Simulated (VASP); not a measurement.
## HfIn4SiO6: single point with PBE

Crystal: HfIn4SiO6.

```
CELL_PARAMETERS angstrom
3.02030 -5.47983 -0.06195
3.02030 5.47983 -0.06195
-1.46589 0.00000 6.42386
ATOMIC_POSITIONS crystal
Hf 0.08497 0.08497 0.00366
In 0.79372 0.48275 0.00652
In 0.48275 0.79372 0.00652
In 0.54760 0.21443 0.50371
In 0.21443 0.54760 0.50371
Si 0.86052 0.86052 0.44311
O 0.83372 0.58336 0.37333
O 0.58336 0.83372 0.37333
O 0.06311 0.06311 0.31392
O 0.97776 0.97776 0.69267
O 0.42606 0.13201 0.05976
O 0.13201 0.42606 0.05976
```

* Program: VASP 6.6.1
* Task: single point
* Functional: PBE
* Potentials or basis: VASP PAW PBE potentials, release 64 (Hf_pv, In_d, Si, O)
* Cutoff: 520 eV
* k mesh: 4 × 4 × 3
* Occupations: fermi-dirac, width 0.05 eV
* Spin: no spin polarisation

```
Pressure               : 1.7 GPa
Largest force          : 0.203 eV/Å
Band gap on the k mesh : 0.60 eV (least direct gap 0.93 eV)
```

Forces in eV/Å, atoms in the order of the input:
```
Hf   0.044  0.000  0.009
In   0.013  0.015 -0.011
In   0.013 -0.015 -0.011
In  -0.008  0.001  0.007
In  -0.008 -0.001  0.007
Si   0.010  0.000  0.010
O   -0.023 -0.040 -0.015
O   -0.023  0.040 -0.015
O    0.085  0.000 -0.151
O    0.031  0.000  0.201
O   -0.066  0.092 -0.016
O   -0.066 -0.092 -0.016
```

Stress tensor (GPa, compression positive):
```
 1.84  0.00 -0.01
 0.00  1.81  0.00
-0.01  0.00  1.56
```

Levels at points of the mesh, in eV from the valence-band top:
```
           k point  band 49  band 50  band 51  band 52  band 53  band 54
(0.00, 0.00, 0.00)    -1.36    -1.31    -0.52     1.31     1.69     2.16
(0.50, 0.00, 0.00)    -2.09    -1.34    -0.25     1.67     1.89     2.22
(0.50, 0.50, 0.00)    -2.01    -0.93    -0.35     1.03     2.49     2.66
```

Run time: 9.4 min on 1 thread of Intel Xeon 8259CL, with other jobs on the host, peak memory 0.46 GiB.

Caveat: semilocal functionals underestimate gaps, and a narrow one can read as zero; spin-orbit coupling is left out, which moves the levels of the heavy elements. A k mesh can miss the band edges.
